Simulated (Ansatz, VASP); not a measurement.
# Cu in VASP and in Ansatz

```
Cu
1.0
     1.24236   -4.05437    0.00000
     1.24236    4.05437    0.00000
     0.00000    0.00000    2.52405
Cu
2
Direct
  0.86613 0.13387 0.75000
  0.13387 0.86613 0.25000
```

Alike in both runs: task single point; functional PBEsol; k mesh 11 × 11 × 11; occupations fermi-dirac, width 0.05 eV; no spin polarisation.

```csv
,VASP,Ansatz
version,VASP 6.6.1,Ansatz 0.2.0
potentials or method,"VASP PAW PBE potentials, release 64 (Cu_sv_GW)",Ansatz PAW
plane-wave cutoff (eV),820,420
valence electrons in the cell,38,38
```

```tsv
	VASP	Ansatz	Ansatz less VASP
gap on the k mesh at the Fermi level (eV)	none	none	-
pressure (GPa)	-10.3	-8.8	+1.46
traceless stress, the component that is largest in VASP (GPa)	-0.82	-0.81	+0.012
rms of the force components (eV/Å)	0.043	0.041	-0.0019
```

VASP's potentials were made for PBE, not for PBEsol. Atom by atom the forces differ by 0.002 eV/Å (rms over components). A gap of «none» marks a metal or a gap that the smearing closes. The functional is the same, so the differences come from potentials, cutoffs and numerics.
